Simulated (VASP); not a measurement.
# HfB2 (P6/mmm) in VASP: a series of runs

The runs below take HfB2 through single point, with PBEsol-based global hybrid with 25 % exact exchange, B3LYP, r2SCAN0, PBE.

Program: VASP 6.6.1. These are calculated values, not measurements. Logs are shortened: lines on timing, memory, paths and dates and some standing lists are left out, and cuts for length are marked.

## Step 1: The cell of the first run

The structure is hexagonal, space group P6/mmm (No. 191). The conventional cell has a = 3.140 Å, b = 3.140 Å, c = 3.480 Å, α = 90.00°, β = 90.00°, γ = 120.00°. Hf (site symmetry 6/mmm) has 12 B at 2.51 Å and 6 Hf at 3.14 Å within 3.3 Å. B (site symmetry -6m2) has 3 B at 1.81 Å within 2.4 Å.

## Step 2: Single point, PBEsol-based global hybrid with 25 % exact exchange

POSCAR reads:

```
HfB2
1.0
    3.1400000000      0.0000000000      0.0000000000
   -1.5700000000      2.7193197679      0.0000000000
    0.0000000000      0.0000000000      3.4800000000
Hf B
1 2
Direct
    0.0000000000      0.0000000000      0.0000000000
    0.6666666667      0.3333333333      0.5000000000
    0.3333333333      0.6666666667      0.5000000000
```

INCAR.step1 reads:

```
ALGO = Normal
EDIFF = 1E-5
ENCUT = 520
GGA = PE
ISIF = 2
ISMEAR = -1
LASPH = T
LREAL = F
LWAVE = T
NBANDS = 15
NELM = 80
PREC = Accurate
SIGMA = 0.05
```

INCAR.step2 reads:

```
AEXX = 0.25
ALGO = Normal
EDIFF = 1E-7
ENCUT = 520
GGA = PS
ISIF = 2
ISMEAR = -1
ISTART = 1
LASPH = T
LCHARG = T
LELF = T
LHFCALC = T
LREAL = F
LVHAR = T
LWAVE = F
NBANDS = 15
NELM = 80
PREC = Accurate
PRECFOCK = Normal
SIGMA = 0.05
```

KPOINTS reads:

```
k-points
0
Gamma
  5 5 4
```

Potentials or basis: VASP PAW PBE potentials, release 64 (Hf_pv, B).

Launch:

```bash
> cat potpaw_PBE.64/Hf_pv/POTCAR potpaw_PBE.64/B/POTCAR > POTCAR
> cp INCAR.step1 INCAR
> mpirun -np 1 vasp_std > vasp.out
> cp INCAR.step2 INCAR
> mpirun -np 1 vasp_std > vasp.out
```

OUTCAR:

```text
AEXX = 0.25
   EDIFF = 1E-7
   ENCUT = 520
   GGA = PS
   ISIF = 2
   ISMEAR = -1
   ISTART = 1
   LASPH = T
   LHFCALC = T
   LREAL = F
   NELM = 80
   PREC = Accurate
   PRECFOCK = Normal

 ion  position               nearest neighbor table
   1  0.000  0.000  0.000-   2 2.51   3 2.51   2 2.51   3 2.51   2 2.51   2 2.51   3 2.51   3 2.51
                             2 2.51   2 2.51   3 2.51   3 2.51
   2  0.667  0.333  0.500-   3 1.81   3 1.81   3 1.81   1 2.51   1 2.51   1 2.51   1 2.51   1 2.51
                             1 2.51
   3  0.333  0.667  0.500-   2 1.81   2 1.81   2 1.81   1 2.51   1 2.51   1 2.51   1 2.51   1 2.51
                             1 2.51

  LATTYP: Found a hexagonal cell.
 ALAT       =     3.1400000000
 C/A-ratio  =     1.1082802548

  Lattice vectors:

 A1 = (   3.1400000000,   0.0000000000,   0.0000000000)
 A2 = (  -1.5700000000,   2.7193197679,   0.0000000000)
 A3 = (   0.0000000000,   0.0000000000,   3.4800000000)

Analysis of symmetry for initial positions (statically):
=====================================================================
 Subroutine PRICEL returns:
 Original cell was already a primitive cell.

 Routine SETGRP: Setting up the symmetry group for a
 hexagonal supercell.

 Subroutine GETGRP returns: Found 24 space group operations
 (whereof 24 operations were pure point group operations)
 out of a pool of 24 trial point group operations.

The static configuration has the point symmetry D_6h.

Analysis of symmetry for dynamics (positions and initial velocities):
=====================================================================
 Subroutine PRICEL returns:
 Original cell was already a primitive cell.

 Routine SETGRP: Setting up the symmetry group for a
 hexagonal supercell.

 Subroutine GETGRP returns: Found 24 space group operations
 (whereof 24 operations were pure point group operations)
 out of a pool of 24 trial point group operations.

The dynamic configuration has the point symmetry D_6h.

 Subroutine INISYM returns: Found 24 space group operations
 (whereof 24 operations are pure point group operations),
 and found     1 'primitive' translations

----------------------------------------------------------------------------------------

                                     Primitive cell

  volume of cell :      29.7146

  direct lattice vectors                    reciprocal lattice vectors
     3.140000000  0.000000000  0.000000000     0.318471338  0.183869512  0.000000000
    -1.570000000  2.719319768  0.000000000     0.000000000  0.367739025  0.000000000
     0.000000000  0.000000000  3.480000000     0.000000000  0.000000000  0.287356322

  length of vectors
     3.140000000  3.140000000  3.480000000     0.367739025  0.367739025  0.287356322

  position of ions in fractional coordinates (direct lattice)
     0.000000000  0.000000000  0.000000000
     0.666666667  0.333333333  0.500000000
     0.333333333  0.666666667  0.500000000

  ion indices of the primitive-cell ions
   primitive index   ion index
                 1           1
                 2           2
                 3           3

----------------------------------------------------------------------------------------

 KPOINTS: k-points

Automatic generation of k-mesh.
 Grid dimensions read from file:
 generate k-points for:    5    5    4

 Generating k-lattice:

  Cartesian coordinates                     Fractional coordinates (reciprocal lattice)
     0.063694268  0.036773902  0.000000000     0.200000000  0.000000000  0.000000000
     0.000000000  0.073547805  0.000000000     0.000000000  0.200000000  0.000000000
     0.000000000  0.000000000  0.071839080     0.000000000  0.000000000  0.250000000

  Length of vectors
     0.073547805  0.073547805  0.071839080

  Shift w.r.t. Gamma in fractional coordinates (k-lattice)
     0.000000000  0.000000000  0.000000000

 Subroutine IBZKPT returns following result:
 ===========================================

 Found     15 irreducible k-points:

 Following reciprocal coordinates:
            Coordinates               Weight
  0.000000  0.000000  0.000000      1.000000
  0.200000  0.000000  0.000000      6.000000
  0.400000  0.000000  0.000000      6.000000
  0.200000  0.200000  0.000000      6.000000
  0.400000  0.200000  0.000000      6.000000
  0.000000  0.000000  0.250000      2.000000
  0.200000  0.000000  0.250000     12.000000
  0.400000  0.000000  0.250000     12.000000
  0.200000  0.200000  0.250000     12.000000
  0.400000  0.200000  0.250000     12.000000
  0.000000  0.000000  0.500000      1.000000
  0.200000  0.000000  0.500000      6.000000
  0.400000  0.000000  0.500000      6.000000
  0.200000  0.200000  0.500000      6.000000
  0.400000  0.200000  0.500000      6.000000
   k-points           NKPTS =     15   k-points in BZ     NKDIM =    100   number of bands    NBANDS=     15
   number of dos      NEDOS =    301   number of ions     NIONS =      3
   total plane-waves  NPLWV =  16128
   dimension x,y,z NGX =    24 NGY =   24 NGZ =   28
   dimension x,y,z NGXF=    48 NGYF=   48 NGZF=   56
   ions per type =               1   2
   NGX,Y,Z   is equivalent  to a cutoff of  12.71, 12.71, 13.38 a.u.
   NGXF,Y,Z  is equivalent  to a cutoff of  25.41, 25.41, 26.75 a.u.
 SYSTEM =  unknown system
   PREC   = accura    normal or accurate (medium, high low for compatibility)
   ISTART =      1    job   : 0-new  1-cont  2-samecut
   ICHARG =      0    charge: 1-file 2-atom 10-const
   ISPIN  =      1    spin polarized calculation?
   LNONCOLLINEAR =      F non collinear calculations
   LSORBIT =      F    spin-orbit coupling
   LASPH  =      T    aspherical Exc in radial PAW
   ENCUT  =  520.0 eV  38.22 Ry    6.18 a.u.   5.84  5.84  6.47*2*pi/ulx,y,z
   NELM   =     80;   NELMIN=  2; NELMDL=  0     # of ELM steps
   EDIFF  = 0.1E-06   stopping-criterion for ELM
   LREAL  =      F    real-space projection
   EDIFFG = 0.1E-05   stopping-criterion for IOM
   NSW    =      0    number of steps for IOM
   IBRION =     -1    ionic relax: 0-MD 1-quasi-New 2-CG
   NFREE  =      0    steps in history (QN), initial steepest desc. (CG)
   ISIF   =      2    stress and relaxation
   ISYM   =      3    0-nonsym 1-usesym 2-fastsym
   POTIM  = 0.5000    time-step for ionic-motion
   TEBEG  =    0.0;   TEEND  =   0.0 temperature during run
   PSTRESS=    0.0 pullay stress
   NELECT =      16.0000    total number of electrons
   NUPDOWN=      -1.0000    fix difference up-down
   EMIN   =  10.00;   EMAX   =-10.00  energy-range for DOS
   EFERMI =   0.00;   METHOD = LEGACY
   ISMEAR =    -1;   SIGMA  =   0.05  broadening in eV -4-tet -1-fermi 0-gaus
   EFERMI_NEDOS =   21; number of points for ismear=-14 and -15
   IALGO  =     38    algorithm
   IMIX   =      1    mixing-type and parameters
     AMIX     =   0.40;   BMIX     =  1.00
     AMIX_MAG =   1.60;   BMIX_MAG =  1.00
  volume/ion in A,a.u.               =       9.90        66.84
  Fermi-wavevector in a.u.,A,eV,Ry     =   1.331860  2.516850 24.134693  1.773850
  Thomas-Fermi vector in A             =   2.460838
   LORBIT       =      0    0 simple, 1 ext, 2 COOP (PROOUT), +10 PAW based schemes
   GGA     = PS    functional components
   LHFCALC =     T    Hartree Fock is set to
   PRECFOCK=normal    Normal, Fast or Accurate (Low or Medium for compatibility)
   ENCUT4O =  -1.0   cutoff for four orbital integrals eV
   NKREDX  =     1    reduce k-point grid by
   NKREDY  =     1    reduce k-point grid by
   NKREDZ  =     1    reduce k-point grid by
   AEXX    =    0.2500 exact exchange contribution
   HFSCREEN=    0.0000 screening length (either q_TF or 0.3 A-1)
   HFSCREENC=   0.0000 screening length for correlation (either q_TF or 0.3 A-1)
   ENCUTFOCK=  -1.0 apply spherical cutoff to Coloumb kernel
   IVDW    =     0    specifies the selected vdW correction
   LEPSILON=     F    determine dielectric tensor
   LRPA    =     F    only Hartree local field effects (RPA)
 non-spin polarized calculation
  energy-cutoff  :      520.00
  volume of cell :       29.71
 maximum number of plane-waves:       816
 NGX is ok and might be reduce to    24
  NGX = 18; NGY = 18; NGZ = 20

 number of electron      15.9999998 magnetization

 Free energy of the ion-electron system (eV)
  ---------------------------------------------------
  ext. energy  EPLUGINS =         0.00000000
  ---------------------------------------------------
  free energy    TOTEN  =       -32.15266785 eV

  energy without entropy =      -32.14850896  energy(sigma->0) =      -32.15058841

 E-fermi :   7.3231     XC(G=0):  -9.9405

 val. band max:        7.3230777236   @ k =   0.4000   0.2000   0.0000
 cond. band min:       8.1608024094   @ k =   0.0000   0.0000   0.2500
 fundamental gap:      0.8377246858
 Fermi energy:         7.3230777280

 k-point     1 :       0.0000    0.0000    0.0000
  band No.  band energies     occupation
      1     -25.8581      2.00000
      2     -25.2981      2.00000
      3     -25.2981      2.00000
      4      -8.4686      2.00000
      5       3.7441      2.00000
      6       3.7441      2.00000
      7       3.8007      2.00000
      8       3.8594      2.00000
      9      12.5754      0.00000
     10      12.5754      0.00000
     11      13.3224      0.00000
     12      13.3224      0.00000
     13      13.5356      0.00000
     14      13.5356      0.00000
     15      13.5461      0.00000

 k-point     2 :       0.2000    0.0000    0.0000
  band No.  band energies     occupation
      1     -25.8010      2.00000
      2     -25.6168      2.00000
      3     -25.3687      2.00000
      4      -7.5460      2.00000
      5       1.5399      2.00000
      6       3.2224      2.00000
      7       3.6268      2.00000
      8       4.4917      2.00000
      9      10.4733      0.00000
     10      11.9934      0.00000
     11      12.2248      0.00000
     12      12.6982      0.00000
     13      14.7156      0.00000
     14      15.9998      0.00000
     15      16.6953      0.00000

 k-point     3 :       0.4000    0.0000    0.0000
  band No.  band energies     occupation
      1     -26.0922      2.00000
      2     -25.7078      2.00000
      3     -25.4796      2.00000
      4      -5.2073      2.00000
      5      -1.9347      2.00000
      6       2.4982      2.00000
      7       3.2217      2.00000
      8       4.1537      2.00000
      9      10.6561      0.00000
     10      11.1965      0.00000
     11      12.4164      0.00000
     12      13.8737      0.00000
     13      14.7230      0.00000
     14      18.1093      0.00000
     15      19.2192      0.00000

 k-point     4 :       0.2000    0.2000    0.0000
  band No.  band energies     occupation
      1     -25.9265      2.00000
      2     -25.7257      2.00000
      3     -25.5443      2.00000
      4      -5.8984      2.00000
      5      -0.3269      2.00000
      6       1.3985      2.00000
      7       2.8575      2.00000
      8       6.4714      2.00000
      9       8.6487      0.00000
     10       9.4234      0.00000
     11      14.1231      0.00000
     12      15.6302      0.00000
     13      15.7339      0.00000
     14      16.1405      0.00000
     15      18.5219      0.00000
[... 145 lines left out ...]
 k-point    13 :       0.4000    0.0000    0.5000
  band No.  band energies     occupation
      1     -26.0463      2.00000
      2     -25.9954      2.00000
      3     -25.4408      2.00000
      4      -4.8831      2.00000
      5      -0.9471      2.00000
      6       1.3005      2.00000
      7       1.6364      2.00000
      8       3.9184      2.00000
      9      12.1413      0.00000
     10      12.6501      0.00000
     11      13.8488      0.00000
     12      15.6230      0.00000
     13      16.4624      0.00000
     14      17.3106      0.00000
     15      20.3963      0.00000

 k-point    14 :       0.2000    0.2000    0.5000
  band No.  band energies     occupation
      1     -26.0186      2.00000
      2     -25.8808      2.00000
      3     -25.5085      2.00000
      4      -5.0219      2.00000
      5      -0.3187      2.00000
      6       0.9907      2.00000
      7       1.5914      2.00000
      8       4.0801      2.00000
      9      12.0356      0.00000
     10      13.1450      0.00000
     11      13.2253      0.00000
     12      14.1528      0.00000
     13      17.8833      0.00000
     14      18.0783      0.00000
     15      18.1311      0.00000

 k-point    15 :       0.4000    0.2000    0.5000
  band No.  band energies     occupation
      1     -26.0207      2.00000
      2     -25.9582      2.00000
      3     -25.6529      2.00000
      4      -4.1824      2.00000
      5      -2.2537      2.00000
      6       0.9457      2.00000
      7       2.6413      2.00000
      8       3.5683      2.00000
      9      13.0157      0.00000
     10      14.4677      0.00000
     11      14.8313      0.00000
     12      15.3756      0.00000
     13      16.0268      0.00000
     14      16.6852      0.00000
     15      17.2616      0.00000

------------------------ aborting loop because EDIFF is reached ----------------------------------------

  FORCE on cell =-STRESS in cart. coord.  units (eV):
  Direction    XX          YY          ZZ          XY          YZ          ZX
  --------------------------------------------------------------------------------------
  -------------------------------------------------------------------------------------
  Total       -1.1158603     -1.1158603     -1.7641577      0.0000000      0.0000000      0.0000000
  in kB      -60.1660134    -60.1660134    -95.1215268      0.0000000      0.0000000      0.0000000
  external PRESSURE =     -71.8178512 kB  Pullay stress =       0.0000000 kB

 VOLUME and BASIS-vectors are now :
 -----------------------------------------------------------------------------
  energy-cutoff  :      520.00
  volume of cell :       29.71
      direct lattice vectors                 reciprocal lattice vectors
     3.140000000  0.000000000  0.000000000     0.318471338  0.183869512  0.000000000
    -1.570000000  2.719319768  0.000000000     0.000000000  0.367739025  0.000000000
     0.000000000  0.000000000  3.480000000     0.000000000  0.000000000  0.287356322

 POSITION                                       TOTAL-FORCE (eV/Angst)
 -----------------------------------------------------------------------------------
      0.00000      0.00000      0.00000        -0.000000      0.000000     -0.000000
      1.57000      0.90644      1.74000         0.000000     -0.000000     -0.000000
     -0.00000      1.81288      1.74000        -0.000000     -0.000000      0.000000
 -----------------------------------------------------------------------------------
    total drift:                                0.000000     -0.000000      0.000000

  FREE ENERGIE OF THE ION-ELECTRON SYSTEM (eV)
  ---------------------------------------------------
  free  energy   TOTEN  =       -32.1526678525 eV

  energy  without entropy=      -32.1485089632  energy(sigma->0) =      -32.15058841
```

It took 6.4 min on 1 thread of Intel Xeon Platinum 8559C (Emerald Rapids), shared host; peak memory 0.16 GiB.

Results:

```yaml
Free_energy: -32.1527 eV
Pressure: -7.2 GPa
Band_gap_on_the_k_mesh: zero (bands 8 and 9 overlap by 1.14 eV)
```

Stress tensor (GPa, compression positive):
```
-6.02  0.00  0.00
 0.00 -6.02  0.00
 0.00  0.00 -9.51
```

Levels at points of the mesh, in eV from the Fermi level:
```csv
k point,band 4,band 5,band 6,band 7,band 8,band 9,band 10,band 11,band 12,band 13
"(0.00, 0.00, 0.00)",-15.79,-3.58,-3.58,-3.52,-3.46,5.25,5.25,6.00,6.00,6.21
"(0.00, 0.00, 0.50)",-13.13,-9.78,-1.59,-1.59,1.14,1.14,1.81,1.81,3.38,6.27
```

Caveat: the k points lie up to 0.46 Å⁻¹ apart, too coarse for converged energies and pressures of a metal; the PAW data sets were made with another functional, which shifts forces and pressure a little; spin-orbit coupling is left out, which moves the levels of the heavy elements.

[end of part 1 of 2]
